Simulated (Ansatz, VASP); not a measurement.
# LiF: VASP beside Ansatz

File INCAR:

```
ALGO = Normal
EDIFF = 1E-6
ENCUT = 520
ISIF = 2
ISMEAR = 0
LASPH = T
LCHARG = F
LREAL = F
LWAVE = F
NBANDS = 18
NELM = 60
PREC = Accurate
SIGMA = 0.05
```

KPOINTS

```
k-points
0
Gamma
  9 9 6
```

The input POSCAR:

```
LiF
1.0
    3.0801704379      0.0000000000      0.0000000000
   -1.5400852189      2.6675058472      0.0000000000
    0.0000000000      0.0000000000      4.5087534870
Li F
2 2
Direct
    0.3333333333      0.6666666667      0.3652620286
    0.6666666667      0.3333333333      0.8652620286
    0.3333333333      0.6666666667      0.9910195924
    0.6666666667      0.3333333333      0.4910195924
```

Input for Ansatz:

```yaml
crystal:
  lattice:
    - [3.0801704379, 0.0, 0.0]
    - [-1.5400852189, 2.6675058472, 0.0]
    - [0.0, 0.0, 4.508753487]
  atoms:
    - { symbol: Li, position: [0.3333333333, 0.6666666667, 0.3652620286] }
    - { symbol: Li, position: [0.6666666667, 0.3333333333, 0.8652620286] }
    - { symbol: F, position: [0.3333333333, 0.6666666667, 0.9910195924] }
    - { symbol: F, position: [0.6666666667, 0.3333333333, 0.4910195924] }
basis:
  ecutwfc: 520.0
kpoints:
  mp_grid: { grid: [9, 9, 6] }
hamiltonian:
  xc: lda
scf:
  occupations: { method: gaussian, width: 0.05 }
output:
  forces: true
  stress: true
  eigenvalues: true
  write_density: true
  write_potential: true
  elf: true
  volumetric_format: npy
```

Alike in both runs: task single point; functional LDA; k mesh 9 × 9 × 6; occupations gaussian, width 0.05 eV; no spin polarisation.

|  | VASP | Ansatz |
| --- | --- | --- |
| version | VASP 6.6.1 | Ansatz 0.2.0 |
| potentials or method | VASP PAW LDA potentials, release 64 (Li_sv, F), cutoff 520 eV | scalar-relativistic, plane waves, PAW |
| valence electrons in the cell | 20 | 20 |

Ansatz gave:

```
gap on the k mesh at the Fermi level (eV) : 7.86
least direct gap on the mesh (eV)         : 7.86
rms of the force components (eV/Å)        : 0.459
```

What did VASP give for the same quantities?

gap on the k mesh at the Fermi level (eV): 7.85; least direct gap on the mesh (eV): 7.85; rms of the force components (eV/Å): 0.469.

LDA's correlation is that of Perdew and Zunger in VASP and of Perdew and Wang (1992) in Ansatz. Atom by atom the forces differ by 0.010 eV/Å (rms over components).

Noted on VASP's run: the cutoff is short for stress, so the pressure is rough.
